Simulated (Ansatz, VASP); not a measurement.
## One calculation of PtSe2, two programs

```
CELL_PARAMETERS angstrom
3.76031 0.00000 0.00000
-1.88015 3.25652 0.00000
0.00000 0.00000 4.86324
ATOMIC_POSITIONS crystal
Pt 0.00000 0.00000 0.00000
Se 0.33333 0.66667 0.26078
Se 0.66667 0.33333 0.73922
```

Alike in both runs: functional PBEsol; k mesh 15 × 15 × 8; occupations gaussian, width 0.1 eV; no spin polarisation.

Ansatz relaxed the structure, and its values are those at the end. VASP's run is a single point on that final structure, the one shown.

|  | VASP | Ansatz |
| --- | --- | --- |
| version | VASP 6.6.1 | Ansatz 0.2.0 |
| potentials or method | VASP PAW PBE potentials, release 64 (Pt, Se), cutoff 520 eV | scalar-relativistic, plane waves, PAW |
| valence electrons in the cell | 22 | 50 |

|  | VASP | Ansatz | Ansatz less VASP |
| --- | --- | --- | --- |
| gap on the k mesh at the Fermi level (eV) | none | none | - |
| pressure (GPa) | 0.1 | 0.0 | -0.08 |
| rms of the force components (eV/Å) | 0.007 | 0.001 | -0.0067 |

VASP's potentials were made for PBE, not for PBEsol. A gap of «none» marks a metal or a gap that the smearing closes. VASP's potentials hold 22 valence electrons a cell and Ansatz's 50, so a difference there can come from the potentials and not from the codes.

Spin-orbit coupling is off throughout.
